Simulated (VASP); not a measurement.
Write the native input for VASP 6.6.1 that does the following.

| Item | Value |
| --- | --- |
| Task | relaxation of cell and atoms |
| Functional | PBE |
| Potentials or basis | VASP PAW PBE potentials, release 64 (W_sv) |
| Cutoff | 600 eV |
| k mesh | 16 × 16 × 9 |
| Occupations | fermi-dirac, width 0.08 eV |
| Spin | no spin polarisation |
| Target pressure | 49 GPa |
| Dipole correction | no |
| Further INCAR settings | ALGO = Normal; EDIFF = 1e-07; IBRION = 2; EDIFFG = -0.005; NSW = 32; ISIF = 3 |

The structure of W lies in POSCAR:

```
W
1.0
    2.6726765679      0.0000000000      0.0000000000
   -1.3363382839      2.3146058039      0.0000000000
    0.0000000000      0.0000000000      4.6658157258
W
2
Direct
    0.3333333333      0.6666666667      0.2500000000
    0.6666666667      0.3333333333      0.7500000000
```

This isn't the form of W at room conditions, which is bcc.

These files were run (other wordings do the same):

INCAR

```
SYSTEM = W
ALGO = Normal ; EDIFF = 1E-7
EDIFFG = -0.005 ; ENCUT = 600
GGA = PE ; IBRION = 2
ISIF = 3 ; ISMEAR = -1
LASPH = .True. ; LCHARG = .False.
LREAL = .False. ; LWAVE = .False.
NELM = 60 ; NSW = 32
PREC = Accurate ; PSTRESS = 490.0
SIGMA = 0.08
```

KPOINTS

```
k-points
0
Gamma
  16 16 9
  0 0 0
```

Potentials or basis: VASP PAW PBE potentials, release 64 (W_sv).

Launch:

```bash
$ cat potpaw_PBE.64/W_sv/POTCAR > POTCAR
$ mpirun -np 1 vasp_std > vasp.out
```

Results of the run:

* Relaxed volume: 14.47 Å³/atom
* Relaxed cell: a = 2.675 Å, b = 2.675 Å, c = 4.670 Å, α = 90.00°, β = 90.00°, γ = 120.00°
* Space group after relaxing (to 0.1 Å): P6_3/mmc (No. 194)
* Energy change on relaxing (the run minimises the enthalpy): -12.7 meV/atom
* Ionic steps: 3
* Pressure after relaxing: 49.0 GPa
* Band gap on the k mesh: zero (bands 14 and 15 overlap by 1.90 eV)

Caveat: the cell is relaxed towards a set pressure, so the run minimises the enthalpy, not the energy; spin-orbit coupling is left out, which moves the levels of the heavy elements.

It took 4.3 min on 1 thread of Intel Xeon 8259CL (shared host), peak memory 0.23 GiB.
